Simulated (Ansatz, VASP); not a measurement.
**One calculation of SnTe, two programs**

The input POSCAR:

```
SnTe
1.0
    0.0000000000      3.5623407469      3.5623407469
    3.5623407469      0.0000000000      3.5623407469
    3.5623407469      3.5623407469      0.0000000000
Te Sn
1 1
Direct
    0.2500000000      0.2500000000      0.2500000000
    0.0000000000      0.0000000000      0.0000000000
```

The input INCAR.step1:

```
ALGO = Normal ; EDIFF = 1E-4
ENCUT = 520 ; GGA = PE
ISMEAR = -1 ; LASPH = True
LCHARG = False ; LREAL = False
LWAVE = True ; NBANDS = 17
NELM = 60 ; PREC = Accurate
SIGMA = 0.05
```

INCAR.step2

```
ALGO = Normal ; EDIFF = 1E-6
ENCUT = 520 ; ISIF = 2
ISMEAR = -1 ; ISTART = 1
LASPH = True ; LCHARG = False
LMIXTAU = True ; LREAL = False
LWAVE = False ; METAGGA = R2SCAN
NBANDS = 17 ; NELM = 60
PREC = Accurate ; SIGMA = 0.05
```

File KPOINTS:

```
k-points
0
Gamma
  7 7 7
```

Contents of input.yaml:

```yaml
crystal:
  lattice:
    - [0.0, 3.5623407469, 3.5623407469]
    - [3.5623407469, 0.0, 3.5623407469]
    - [3.5623407469, 3.5623407469, 0.0]
  atoms:
    - { symbol: Te, position: [0.25, 0.25, 0.25] }
    - { symbol: Sn, position: [0.0, 0.0, 0.0] }
hamiltonian:
  xc: r2scan
  pseudopotentials: { kind: paw }
kpoints:
  mp_grid: { grid: [7, 7, 7] }
scf:
  occupations: { method: fermi_dirac, width: 0.05 }
output:
  forces: true
  stress: true
  eigenvalues: true
  write_density: true
  write_potential: true
  elf: true
  volumetric_format: npy
```

Alike in both runs: task single point; functional r2SCAN; k mesh 7 × 7 × 7; occupations fermi-dirac, width 0.05 eV; no spin polarisation.

|  | VASP | Ansatz |
| --- | --- | --- |
| version | VASP 6.6.1 | Ansatz 0.2.0 |
| potentials or method | VASP PAW PBE potentials, release 64 (Te, Sn_d) | Ansatz PAW |
| plane-wave cutoff (eV) | 520 | 500 |
| valence electrons in the cell | 20 | 30 |

|  | VASP | Ansatz | Ansatz less VASP |
| --- | --- | --- | --- |
| gap on the k mesh at the Fermi level (eV) | 0.30 | 0.30 | +0.003 |
| least direct gap on the mesh (eV) | 0.88 | 0.88 | +0.002 |
| pressure (GPa) | 0.5 | 0.5 | 0.00 |

VASP's potentials were made for PBE, not for r2SCAN. The functional is the same, so the differences come from potentials, cutoffs and numerics. VASP's potentials hold 20 valence electrons a cell and Ansatz's 30, so a difference there can come from the potentials and not from the codes.

Spin-orbit coupling is off throughout. Noted on Ansatz's run: odd divisions of the mesh miss points on the zone boundary, where band edges often lie, so the gap on the mesh can be too wide.
